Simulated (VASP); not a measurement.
# CaC2 (I4/mmm) in VASP: notebook

Runs on CaC2. Level: LDA. Tasks: single point.

Program: VASP 6.6.1. These are calculated values, not measurements. Logs are shortened: lines on timing, memory, paths and dates and some standing lists are left out, and cuts for length are marked.

## Step 1: The cell of the first run

It takes space group I4/mmm (No. 139, tetragonal). Conventional cell: a = 3.570 Å, b = 3.570 Å, c = 5.964 Å, α = 90.00°, β = 90.00°, γ = 90.00°. Ca (site symmetry 4/mmm) has 10 C at 2.39 to 2.59 Å within 3.2 Å. C (site symmetry 4mm) has 1 C at 1.19 Å within 1.6 Å.

## Step 2: Single point, LDA (strain -0.050 along x and y, -0.050 along z)

Contents of INCAR:

```
SYSTEM = CaC2
ALGO = Normal
EDIFF = 1E-6
ENCUT = 600
GGA_COMPAT = .FALSE.
ISIF = 2
ISMEAR = 0
LASPH = .TRUE.
LCHARG = .FALSE.
LREAL = .FALSE.
LWAVE = .FALSE.
NBANDS = 16
NELM = 120
PREC = Accurate
SIGMA = 0.05
```

Contents of KPOINTS:

```
k-points
0
G
  10 10 10
  0 0 0
```

Contents of POSCAR:

```
CaC2
1.0
   -1.7849758499      1.7849758499      2.9818700956
    1.7849758499     -1.7849758499      2.9818700956
    1.7849758499      1.7849758499     -2.9818700956
Ca C
1 2
Direct
    0.0000000000      0.0000000000      0.0000000000
    0.5996770466      0.5996770466      0.0000000000
    0.4003229534      0.4003229534      0.0000000000
```

Potentials or basis: VASP PAW LDA potentials, release 64 (Ca_sv, C).

Run with:

```console
$ cat potpaw_LDA.64/Ca_sv/POTCAR potpaw_LDA.64/C/POTCAR > POTCAR
$ mpirun -np 1 vasp_std > vasp.out
```

OUTCAR:

```text
SYSTEM = CaC2
   EDIFF = 1E-6
   ENCUT = 600
   ISIF = 2
   ISMEAR = 0
   LASPH = .TRUE.
   LREAL = .FALSE.
   NELM = 120
   PREC = Accurate

 ion  position               nearest neighbor table
   1  0.000  0.000  0.000-   2 2.39   3 2.39   2 2.59   3 2.59   2 2.59   2 2.59   2 2.59   3 2.59
                             3 2.59   3 2.59
   2  0.600  0.600  0.000-   3 1.19   1 2.39   1 2.59   1 2.59   1 2.59   1 2.59
   3  0.400  0.400  0.000-   2 1.19   1 2.39   1 2.59   1 2.59   1 2.59   1 2.59

  LATTYP: Found a body centered tetragonal cell.
 ALAT       =     3.5699516998
 C/A-ratio  =     1.6705380612

  Lattice vectors:

 A1 = (  -1.7849758499,   1.7849758499,   2.9818700956)
 A2 = (   1.7849758499,  -1.7849758499,   2.9818700956)
 A3 = (   1.7849758499,   1.7849758499,  -2.9818700956)

Analysis of symmetry for initial positions (statically):
=====================================================================
 Subroutine PRICEL returns:
 Original cell was already a primitive cell.

 Routine SETGRP: Setting up the symmetry group for a
 body centered tetragonal supercell.

 Subroutine GETGRP returns: Found 16 space group operations
 (whereof 16 operations were pure point group operations)
 out of a pool of 16 trial point group operations.

The static configuration has the point symmetry D_4h.

Analysis of symmetry for dynamics (positions and initial velocities):
=====================================================================
 Subroutine PRICEL returns:
 Original cell was already a primitive cell.

 Routine SETGRP: Setting up the symmetry group for a
 body centered tetragonal supercell.

 Subroutine GETGRP returns: Found 16 space group operations
 (whereof 16 operations were pure point group operations)
 out of a pool of 16 trial point group operations.

The dynamic configuration has the point symmetry D_4h.

 Subroutine INISYM returns: Found 16 space group operations
 (whereof 16 operations are pure point group operations),
 and found     1 'primitive' translations

----------------------------------------------------------------------------------------

                                     Primitive cell

  volume of cell :      38.0026

  direct lattice vectors                    reciprocal lattice vectors
    -1.784975850  1.784975850  2.981870096     0.000000000  0.280115835  0.167680008
     1.784975850 -1.784975850  2.981870096     0.280115835  0.000000000  0.167680008
     1.784975850  1.784975850 -2.981870096     0.280115835  0.280115835  0.000000000

  length of vectors
     3.906894782  3.906894782  3.906894782     0.326468170  0.326468170  0.396143612

  position of ions in fractional coordinates (direct lattice)
     0.000000000  0.000000000  0.000000000
     0.599677047  0.599677047  0.000000000
     0.400322953  0.400322953  0.000000000

  ion indices of the primitive-cell ions
   primitive index   ion index
                 1           1
                 2           2
                 3           3

----------------------------------------------------------------------------------------

 KPOINTS: k-points

Automatic generation of k-mesh.
 Grid dimensions read from file:
 generate k-points for:   10   10   10

 Generating k-lattice:

  Cartesian coordinates                     Fractional coordinates (reciprocal lattice)
     0.000000000  0.028011583  0.016768001     0.100000000  0.000000000  0.000000000
     0.028011583  0.000000000  0.016768001     0.000000000  0.100000000  0.000000000
     0.028011583  0.028011583  0.000000000     0.000000000  0.000000000  0.100000000

  Length of vectors
     0.032646817  0.032646817  0.039614361

  Shift w.r.t. Gamma in fractional coordinates (k-lattice)
     0.000000000  0.000000000  0.000000000

 Subroutine IBZKPT returns following result:
 ===========================================

 Found    102 irreducible k-points:

 Following reciprocal coordinates:
            Coordinates               Weight
  0.000000  0.000000  0.000000      1.000000
  0.100000  0.000000 -0.000000      8.000000
  0.200000  0.000000 -0.000000      8.000000
  0.300000  0.000000 -0.000000      8.000000
  0.400000  0.000000 -0.000000      8.000000
  0.500000  0.000000 -0.000000      4.000000
[... 16 lines left out ...]
  0.300000  0.300000 -0.000000      8.000000
  0.400000  0.300000 -0.000000     16.000000
 [... further k-points ...]
   k-points           NKPTS =    102   k-points in BZ     NKDIM =    102   number of bands    NBANDS=     16
   number of dos      NEDOS =    301   number of ions     NIONS =      3
   total plane-waves  NPLWV =  32768
   dimension x,y,z NGX =    32 NGY =   32 NGZ =   32
   dimension x,y,z NGXF=    64 NGYF=   64 NGZF=   64
   ions per type =               1   2
   NGX,Y,Z   is equivalent  to a cutoff of  13.62, 13.62, 13.62 a.u.
   NGXF,Y,Z  is equivalent  to a cutoff of  27.23, 27.23, 27.23 a.u.
 SYSTEM =  CaC2
   PREC   = accura    normal or accurate (medium, high low for compatibility)
   ISTART =      0    job   : 0-new  1-cont  2-samecut
   ICHARG =      2    charge: 1-file 2-atom 10-const
   ISPIN  =      1    spin polarized calculation?
   LNONCOLLINEAR =      F non collinear calculations
   LSORBIT =      F    spin-orbit coupling
   LASPH  =      T    aspherical Exc in radial PAW
   ENCUT  =  600.0 eV  44.10 Ry    6.64 a.u.   7.80  7.80  7.80*2*pi/ulx,y,z
   NELM   =    120;   NELMIN=  2; NELMDL= -5     # of ELM steps
   EDIFF  = 0.1E-05   stopping-criterion for ELM
   LREAL  =      F    real-space projection
   EDIFFG = 0.1E-04   stopping-criterion for IOM
   NSW    =      0    number of steps for IOM
   IBRION =     -1    ionic relax: 0-MD 1-quasi-New 2-CG
   NFREE  =      0    steps in history (QN), initial steepest desc. (CG)
   ISIF   =      2    stress and relaxation
   ISYM   =      2    0-nonsym 1-usesym 2-fastsym
   POTIM  = 0.5000    time-step for ionic-motion
   TEBEG  =    0.0;   TEEND  =   0.0 temperature during run
   PSTRESS=    0.0 pullay stress
   NELECT =      18.0000    total number of electrons
   NUPDOWN=      -1.0000    fix difference up-down
   EMIN   =  10.00;   EMAX   =-10.00  energy-range for DOS
   EFERMI =   0.00;   METHOD = LEGACY
   ISMEAR =     0;   SIGMA  =   0.05  broadening in eV -4-tet -1-fermi 0-gaus
   EFERMI_NEDOS =   21; number of points for ismear=-14 and -15
   IALGO  =     38    algorithm
   IMIX   =      4    mixing-type and parameters
     AMIX     =   0.40;   BMIX     =  1.00
     AMIX_MAG =   1.60;   BMIX_MAG =  1.00
  volume/ion in A,a.u.               =      12.67        85.48
  Fermi-wavevector in a.u.,A,eV,Ry     =   1.276129  2.411534 22.157154  1.628505
  Thomas-Fermi vector in A             =   2.408802
   LORBIT       =      0    0 simple, 1 ext, 2 COOP (PROOUT), +10 PAW based schemes
   GGA     = CA    functional components
   LHFCALC =     F    Hartree Fock is set to
   AEXX    =    0.0000 exact exchange contribution
   IVDW    =     0    specifies the selected vdW correction
   LEPSILON=     F    determine dielectric tensor
   LRPA    =     F    only Hartree local field effects (RPA)
 non-spin polarized calculation
 Gauss-broadening in eV      SIGMA  =   0.05
  energy-cutoff  :      600.00
  volume of cell :       38.00
 maximum number of plane-waves:      1288
   NGX = 15   NGY = 15   NGZ = 15

 number of electron      18.0000002 magnetization

 Free energy of the ion-electron system (eV)
  ---------------------------------------------------
  ext. energy  EPLUGINS =         0.00000000
  ---------------------------------------------------
  free energy    TOTEN  =       -21.76825265 eV

  energy without entropy =      -21.76825265  energy(sigma->0) =      -21.76825265

 E-fermi :   3.0076     XC(G=0): -10.8407

 val. band max:        2.7865661662   @ k =  -0.4000  -0.4000   0.4000
 cond. band min:       3.2134535244   @ k =   0.5000   0.5000  -0.0000
 fundamental gap:      0.4268873581
 Fermi energy:         3.0075801019

 k-point     1 :       0.0000    0.0000    0.0000
  band No.  band energies     occupation
      1     -34.8610      2.00000
      2     -16.1957      2.00000
      3     -16.1957      2.00000
      4     -16.0733      2.00000
      5     -10.8546      2.00000
      6      -0.6150      2.00000
[... 8 lines left out ...]
     15      13.6329      0.00000
     16      13.6329      0.00000

 k-point     2 :       0.1000    0.0000   -0.0000
  band No.  band energies     occupation
      1     -34.8575      2.00000
      2     -16.2439      2.00000
      3     -16.1943      2.00000
      4     -16.0847      2.00000
      5     -10.7665      2.00000
      6      -0.7679      2.00000
[... 8 lines left out ...]
     15      13.2627      0.00000
     16      13.4457      0.00000

 k-point     3 :       0.2000    0.0000   -0.0000
  band No.  band energies     occupation
      1     -34.8481      2.00000
      2     -16.3711      2.00000
      3     -16.1906      2.00000
      4     -16.1075      2.00000
      5     -10.5384      2.00000
      6      -1.1505      2.00000
[... 8 lines left out ...]
     15      12.4018      0.00000
     16      12.8751      0.00000

 k-point     4 :       0.3000    0.0000   -0.0000
  band No.  band energies     occupation
      1     -34.8365      2.00000
      2     -16.5217      2.00000
      3     -16.1860      2.00000
      4     -16.1316      2.00000
      5     -10.2584      2.00000
      6      -1.6088      2.00000
[... 8 lines left out ...]
     15      11.5447      0.00000
     16      11.9486      0.00000

 k-point     5 :       0.4000    0.0000   -0.0000
  band No.  band energies     occupation
      1     -34.8271      2.00000
      2     -16.6374      2.00000
      3     -16.1822      2.00000
      4     -16.1501      2.00000
      5     -10.0306      2.00000
      6      -1.9761      2.00000
[... 8 lines left out ...]
     15      11.6619      0.00000
     16      11.9092      0.00000

 k-point     6 :       0.5000    0.0000   -0.0000
  band No.  band energies     occupation
      1     -34.8236      2.00000
      2     -16.6802      2.00000
      3     -16.1808      2.00000
      4     -16.1570      2.00000
      5      -9.9429      2.00000
      6      -2.1164      2.00000
[... 8 lines left out ...]
     15      11.9051      0.00000
     16      12.2399      0.00000

 k-point     7 :       0.1000    0.1000   -0.0000
  band No.  band energies     occupation
      1     -34.8528      2.00000
      2     -16.2709      2.00000
      3     -16.2227      2.00000
      4     -16.1032      2.00000
      5     -10.6655      2.00000
      6      -1.0761      2.00000
[... 8 lines left out ...]
     15      12.5529      0.00000
     16      13.3851      0.00000

 k-point     8 :       0.2000    0.1000    0.0000
  band No.  band energies     occupation
      1     -34.8430      2.00000
      2     -16.3864      2.00000
      3     -16.2306      2.00000
      4     -16.1241      2.00000
      5     -10.4540      2.00000
      6      -1.4394      2.00000
[... 8 lines left out ...]
     15      11.5411      0.00000
     16      12.9397      0.00000

 k-point     9 :       0.3000    0.1000   -0.0000
  band No.  band energies     occupation
      1     -34.8319      2.00000
      2     -16.5253      2.00000
      3     -16.2251      2.00000
      4     -16.1446      2.00000
      5     -10.2145      2.00000
      6      -1.7676      2.00000
[... 8 lines left out ...]
     15      11.6352      0.00000
     16      12.1764      0.00000
[... 172 lines left out ...]
 k-point    19 :       0.5000    0.2000   -0.0000
  band No.  band energies     occupation
      1     -34.8164      2.00000
      2     -16.6028      2.00000
      3     -16.2791      2.00000
      4     -16.1663      2.00000
      5     -10.1023      2.00000
      6      -1.5530      2.00000
[... 8 lines left out ...]
     15      11.7823      0.00000
     16      12.4281      0.00000

 k-point    20 :      -0.4000    0.2000    0.0000
  band No.  band energies     occupation
      1     -34.8216      2.00000
      2     -16.5619      2.00000
      3     -16.2743      2.00000
      4     -16.1466      2.00000
      5     -10.1783      2.00000
      6      -1.3235      2.00000
[... 8 lines left out ...]
     15      12.3580      0.00000
     16      13.0844      0.00000

 k-point    21 :      -0.3000    0.2000    0.0000
  band No.  band energies     occupation
      1     -34.8308      2.00000
      2     -16.4722      2.00000
      3     -16.2769      2.00000
      4     -16.1225      2.00000
      5     -10.3063      2.00000
      6      -1.0780      2.00000
[... 8 lines left out ...]
     15      12.1971      0.00000
     16      13.6081      0.00000

 k-point    22 :      -0.2000    0.2000    0.0000
  band No.  band energies     occupation
      1     -34.8406      2.00000
      2     -16.3824      2.00000
      3     -16.2673      2.00000
      4     -16.1040      2.00000
      5     -10.4420      2.00000
      6      -0.8808      2.00000
[... 8 lines left out ...]
     15      11.5043      0.00000
     16      13.7676      0.00000

 k-point    23 :       0.3000    0.3000   -0.0000
  band No.  band energies     occupation
      1     -34.8157      2.00000
      2     -16.4732      2.00000
      3     -16.3984      2.00000
      4     -16.1748      2.00000
      5     -10.1812      2.00000
      6      -1.5577      2.00000
[... 8 lines left out ...]
     15      11.9369      0.00000
     16      12.4028      0.00000

 k-point    24 :       0.4000    0.3000   -0.0000
  band No.  band energies     occupation
      1     -34.8104      2.00000
      2     -16.5125      2.00000
      3     -16.3888      2.00000
      4     -16.1803      2.00000
      5     -10.2074      2.00000
      6      -1.2493      2.00000
[... 8 lines left out ...]
     15      12.0040      0.00000
     16      12.4691      0.00000

 [... further k-points ...]

------------------------ aborting loop because EDIFF is reached ----------------------------------------

  FORCE on cell =-STRESS in cart. coord.  units (eV):
  Direction    XX          YY          ZZ          XY          YZ          ZX
  --------------------------------------------------------------------------------------
  -------------------------------------------------------------------------------------
  Total        2.8468225      2.8468225     10.8208618      0.0000000     -0.0000000      0.0000000
  in kB      120.0210921    120.0210921    456.2039402      0.0000000     -0.0000000      0.0000000
  external PRESSURE =     232.0820415 kB  Pullay stress =       0.0000000 kB

 VOLUME and BASIS-vectors are now :
 -----------------------------------------------------------------------------
  energy-cutoff  :      600.00
  volume of cell :       38.00
      direct lattice vectors                 reciprocal lattice vectors
    -1.784975850  1.784975850  2.981870096     0.000000000  0.280115835  0.167680008
     1.784975850 -1.784975850  2.981870096     0.280115835  0.000000000  0.167680008
     1.784975850  1.784975850 -2.981870096     0.280115835  0.280115835  0.000000000

 POSITION                                       TOTAL-FORCE (eV/Angst)
 -----------------------------------------------------------------------------------
      0.00000      0.00000      0.00000        -0.000000     -0.000000      0.000000
      0.00000      0.00000      3.57632        -0.000000     -0.000000      5.252439
      0.00000      0.00000      2.38742         0.000000      0.000000     -5.252439
 -----------------------------------------------------------------------------------
    total drift:                                0.000000      0.000000      0.000000

  FREE ENERGIE OF THE ION-ELECTRON SYSTEM (eV)
  ---------------------------------------------------
  free  energy   TOTEN  =       -21.7682526482 eV

  energy  without entropy=      -21.7682526482  energy(sigma->0) =      -21.76825265
```

Wall time 86 s (1 thread of Oxide Virtual Turin-like, shared host); peak memory 0.17 GiB.

Results:

- Free energy: -21.7683 eV
- Pressure: 23.2 GPa
- Largest force: 5.252 eV/Å
- Band gap on the k mesh: 0.43 eV (least direct gap 1.80 eV)

Forces on the atoms (eV/Å):
```
Ca   0.000  0.000  0.000
C    0.000  0.000  5.252
C    0.000  0.000 -5.252
```

Caveat: the cell differs from its parent crystal (strain -0.050 along x and y, -0.050 along z); the stress differs along the axes, from 12 to 46 GPa; forces of over 1 eV/Å act on the atoms, so gaps and moduli don't describe the material at rest. A k mesh can miss the band edges.

## Step 3: Single point, LDA (strain -0.050 along x and y, -0.025 along z)

Contents of INCAR:

```
  PREC = Accurate
  ENCUT = 600
  EDIFF = 1E-6
  ISMEAR = 0
  SIGMA = 0.05
  LREAL = F
  LASPH = T
  NELM = 120
  ALGO = Normal
  ISIF = 2
  LWAVE = F
  LCHARG = F
  NBANDS = 16
  GGA_COMPAT = F
```

Contents of KPOINTS:

```
Automatic mesh
0
Gamma
  10 10 10
```

Contents of POSCAR:

```
CaC2
1.0
   -1.7849758499      1.7849758499      3.0603403613
    1.7849758499     -1.7849758499      3.0603403613
    1.7849758499      1.7849758499     -3.0603403613
Ca C
1 2
Direct
    0.0000000000      0.0000000000      0.0000000000
    0.5996770466      0.5996770466      0.0000000000
    0.4003229534      0.4003229534      0.0000000000
```

Potentials or basis: VASP PAW LDA potentials, release 64 (Ca_sv, C).

Run with:

```console
$ cat potpaw_LDA.64/Ca_sv/POTCAR potpaw_LDA.64/C/POTCAR > POTCAR
$ mpirun -np 1 vasp_std > vasp.out
```

Run time: 1.7 min. Hardware: 1 thread of Oxide Virtual Turin-like, shared host; peak memory 0.17 GiB.

It converged, with:

* Free energy: -21.9760 eV
* Pressure: 14.8 GPa
* Largest force: 2.352 eV/Å
* Band gap on the k mesh: 0.34 eV (least direct gap 1.71 eV)

Forces on the atoms (eV/Å):
```
Ca   0.000  0.000  0.000
C    0.000  0.000  2.352
C    0.000  0.000 -2.352
```

Stress tensor (GPa, compression positive):
```
11.54  0.00  0.00
 0.00 11.54  0.00
 0.00  0.00 21.35
```

Levels at points of the mesh, in eV from the valence-band top:
```csv
k point,band 5,band 6,band 7,band 8,band 9,band 10,band 11,band 12,band 13,band 14
"(0.00, 0.00, 0.00)",-13.57,-3.42,-1.92,-1.21,-1.21,2.82,2.82,4.02,5.93,6.31
"(0.50, 0.00, 0.00)",-12.68,-4.94,-2.86,-2.47,-1.10,4.89,6.03,6.56,6.83,6.90
"(0.50, 0.50, 0.00)",-13.12,-3.22,-2.95,-1.91,-1.37,0.34,5.58,7.29,8.11,8.65
"(0.50, 0.50, 0.50)",-13.21,-4.90,-1.92,-1.92,-0.02,2.73,6.79,6.88,6.88,7.19
```

Caveat: the cell differs from its parent crystal (strain -0.050 along x and y, -0.025 along z); the stress differs along the axes, from 12 to 21 GPa; forces of over 1 eV/Å act on the atoms, so gaps and moduli don't describe the material at rest. A k mesh can miss the band edges.
